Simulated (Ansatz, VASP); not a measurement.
One calculation of BeS3, two programs

```
Be S
1.0
     4.89086    0.00000    0.00000
     0.00000    4.89086    0.00000
     0.00000    0.00000    4.89086
Be S
2 6
Cartesian
  0.0000 0.0000 0.0000
  2.4454 2.4454 2.4454
  0.0000 2.4454 1.2227
  0.0000 2.4454 3.6681
  1.2227 0.0000 2.4454
  3.6681 0.0000 2.4454
  2.4454 3.6681 0.0000
  2.4454 1.2227 0.0000
```

Alike in both runs: functional PBE; k mesh 4 × 4 × 4; occupations gaussian, width 0.1 eV; no spin polarisation.

Ansatz relaxed the structure, and its values are those at the end. VASP's run is a single point on that final structure, the one shown.

|  | VASP | Ansatz |
| --- | --- | --- |
| version | VASP 6.6.1 | Ansatz 0.2.0 |
| potentials or method | VASP PAW PBE potentials, release 64 (Be, S), cutoff 600 eV | scalar-relativistic, plane waves, PAW |
| valence electrons in the cell | 40 | 40 |

VASP gave:

* gap on the k mesh at the Fermi level (eV): none
* pressure (GPa): -0.5

Task: Which values does Ansatz return?

Result: gap on the k mesh at the Fermi level (eV): none; pressure (GPa): -0.4.

A gap of «none» marks a metal or a gap that the smearing closes. The functional is the same, so the differences come from potentials, cutoffs and numerics.
